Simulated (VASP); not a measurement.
Wanted: the native input for a VASP 6.6.1 run.

```
Task                    : single point
Functional              : PBEsol
Potentials or basis     : VASP PAW PBE potentials, release 64 (Ti_sv, Si)
Cutoff                  : 520 eV
k mesh                  : 10 × 10 × 10
Occupations             : fermi-dirac, width 0.05 eV
Spin                    : no spin polarisation
Dipole correction       : no
k mesh for the DOS      : 15 × 15 × 15
Occupations for the DOS : tetrahedron
Further INCAR settings  : ALGO = Normal; EDIFF = 1e-06
```

The system is TiSi2.

```
Ti Si
1.0
    -1.47287    1.71213    4.21208
     1.47287   -1.71213    4.21208
     1.47287    1.71213   -4.21208
Ti Si
1 2
Direct
  0.00000 0.00000 0.00000
  0.67008 0.67008 0.00000
  0.32992 0.32992 0.00000
```

These files were run (other wordings do the same):

POSCAR

```
TiSi2
1.0
   -1.4728720000      1.7121300000      4.2120830000
    1.4728720000     -1.7121300000      4.2120830000
    1.4728720000      1.7121300000     -4.2120830000
Ti Si
1 2
Direct
    0.0000000000      0.0000000000      0.0000000000
    0.6700780000      0.6700780000      0.0000000000
    0.3299220000      0.3299220000      0.0000000000
```

INCAR.step1

```
SYSTEM = TiSi2
PREC     = Accurate       ! precision mode
ENCUT    = 520            ! plane-wave cutoff, eV
EDIFF    = 1E-6           ! SCF threshold, eV
ISMEAR   = -1             ! smearing method
SIGMA    = 0.05           ! smearing width, eV
LREAL    = .False.        ! projectors in reciprocal space
LASPH    = .True.         ! aspherical terms in the spheres
NELM     = 100            ! most SCF steps
ALGO     = Normal         ! electronic algorithm
ISIF     = 2              ! what is computed and relaxed
LWAVE    = .False.        ! write WAVECAR
LCHARG   = .True.         ! write CHGCAR
LMAXMIX  = 4              ! l up to which the mixer works
GGA      = PS             ! functional
NBANDS   = 17             ! bands
```

KPOINTS.step1

```
regular mesh
0
Gamma
  10 10 10
  0 0 0
```

INCAR.step2

```
SYSTEM = TiSi2
PREC     = Accurate       ! precision mode
ENCUT    = 520            ! plane-wave cutoff, eV
EDIFF    = 1E-6           ! SCF threshold, eV
ISMEAR   = -5             ! smearing method
SIGMA    = 0.05           ! smearing width, eV
LREAL    = .False.        ! projectors in reciprocal space
LASPH    = .True.         ! aspherical terms in the spheres
NELM     = 100            ! most SCF steps
ALGO     = Normal         ! electronic algorithm
ISIF     = 2              ! what is computed and relaxed
LWAVE    = .False.        ! write WAVECAR
LCHARG   = .False.        ! write CHGCAR
LMAXMIX  = 4              ! l up to which the mixer works
GGA      = PS             ! functional
LORBIT   = 11             ! projections on sites
NEDOS    = 2001           ! points of the DOS
ICHARG   = 11             ! starting density
```

KPOINTS.step2

```
regular mesh
0
Gamma
  15 15 15
  0 0 0
```

Potentials or basis: VASP PAW PBE potentials, release 64 (Ti_sv, Si).

The run is started by

```console
$ cat potpaw_PBE.64/Ti_sv/POTCAR potpaw_PBE.64/Si/POTCAR > POTCAR
$ cp INCAR.step1 INCAR
$ cp KPOINTS.step1 KPOINTS
$ mpirun -np 1 vasp_std > vasp.out
$ cp INCAR.step2 INCAR
$ cp KPOINTS.step2 KPOINTS
$ mpirun -np 1 vasp_std > vasp.out
```

It gave:

```json
{"Valence electrons inside the program's atomic spheres": "Ti 10.37; Si 1.60"}
```

It took 9.2 min on 1 thread of Intel Xeon 8259CL, on a shared host, peak memory 0.45 GiB.
